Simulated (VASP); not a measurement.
F:

```
F
1.0
     2.64632    0.00000    0.00000
    -1.32316    2.29178    0.00000
     0.00000    0.00000    4.28704
F
2
Direct
  0.33333 0.66667 0.25000
  0.66667 0.33333 0.75000
```

```yaml
Program: VASP 6.6.1
Task: relaxation of cell and atoms
Functional: PBE
Potentials_or_basis: VASP PAW PBE potentials, release 64 (F_h)
Cutoff: 1350 eV
k_mesh: 18 × 18 × 10
Occupations: fermi-dirac, width 0.05 eV
Spin: no spin polarisation
```

At the start: pressure -6.6 GPa; volume 13.00 Å³/atom.

Task: How do energy, volume and symmetry change on relaxing?

Result: Over 27 steps the energy falls by 271.0 meV/atom and the volume is 10.46 Å³/atom (-19.5 %); space group P6_3/mmc (No. 194, to 0.1 Å) before and after.

Step by step:
```csv
step,energy change (eV),largest force (eV/Å),pressure (GPa),volume (Å³)
1,0.0000,0.0000,-6.64,26.00
2,-0.0769,0.0000,-5.61,24.02
3,-0.1495,0.0000,-1.91,21.20
4,-0.1543,0.0000,1.00,20.00
5,-0.1552,0.0000,0.02,20.35
6,-0.1551,0.0000,0.30,20.25
7,-0.1601,0.0000,0.39,20.20
8,-0.1905,0.0000,0.57,20.04
9,-0.2969,0.0000,1.18,19.65
10,-0.4714,0.0000,7.09,18.57
11,-0.4603,0.0000,11.03,18.15
12,-0.4707,0.0000,9.13,18.34
13,-0.4714,0.0000,9.16,18.34
14,-0.4734,0.0000,9.28,18.36
15,-0.4759,0.0000,9.54,18.39
16,-0.4750,0.0000,10.15,18.44
17,-0.4763,0.0000,9.87,18.42
18,-0.4801,0.0000,9.51,18.48
19,-0.4907,0.0000,8.48,18.68
20,-0.5085,0.0000,6.57,19.07
21,-0.5321,0.0000,3.30,19.87
22,-0.5392,0.0000,-1.41,21.54
23,-0.5420,0.0000,-0.12,20.99
24,-0.5420,0.0000,0.04,20.93
25,-0.5420,0.0000,0.03,20.93
26,-0.5420,0.0000,0.03,20.93
27,-0.5420,0.0000,0.01,20.93
```

Final structure:
```
CELL_PARAMETERS angstrom
2.87405 0.00000 0.00000
-1.43702 2.48900 0.00000
0.00000 0.00000 2.92520
ATOMIC_POSITIONS crystal
F 0.33333 0.66667 0.25000
F 0.66667 0.33333 0.75000
```

Caveat: the volume moved by over 15 % at a fixed basis, so the end points are rough; the nearest neighbours stand farther apart than a usual bond.
